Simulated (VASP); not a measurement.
# Tl: single point with LDA

The system is Tl.

```
Tl
1.0
    -1.95600    1.95600    1.95600
     1.95600   -1.95600    1.95600
     1.95600    1.95600   -1.95600
Tl
1
Direct
  0.00000 0.00000 0.00000
```

```json
{"Program": "VASP 6.6.1", "Task": "single point", "Functional": "LDA", "Potentials or basis": "VASP PAW LDA potentials, release 64 (Tl_d)", "Cutoff": "520 eV", "k mesh": "10 × 10 × 10", "Occupations": "tetrahedron", "Spin": "no spin polarisation", "Dipole correction": "no", "Further INCAR settings": "ALGO = Normal; EDIFF = 1e-06; NBANDS = 12"}
```

```json
{
  "Pressure": "-3.1 GPa"
}
```

Levels at points of the mesh, in eV from the Fermi level:
| k point | band 2 | band 3 | band 4 | band 5 | band 6 | band 7 | band 8 | band 9 | band 10 | band 11 |
| --- | --- | --- | --- | --- | --- | --- | --- | --- | --- | --- |
| (0.00, 0.00, 0.00) | -11.58 | -11.58 | -11.18 | -11.18 | -9.78 | 10.26 | 10.26 | 10.26 | 12.23 | 12.23 |
| (0.50, 0.00, 0.00) | -11.70 | -11.21 | -11.18 | -10.93 | -5.07 | -2.59 | 5.56 | 6.97 | 9.80 | 11.00 |
| (0.50, 0.50, 0.50) | -11.75 | -10.99 | -10.99 | -10.99 | -1.87 | 1.38 | 1.38 | 1.38 | 6.41 | 6.41 |

It took 8.3 s on 1 thread of Intel(R) Xeon(R) Platinum 8488C (Sapphire Rapids), with other jobs on the host, peak memory 0.15 GiB.

Caveat: spin-orbit coupling is left out, which moves the levels of the heavy elements; tetrahedron occupations give inexact forces and stress in metals.
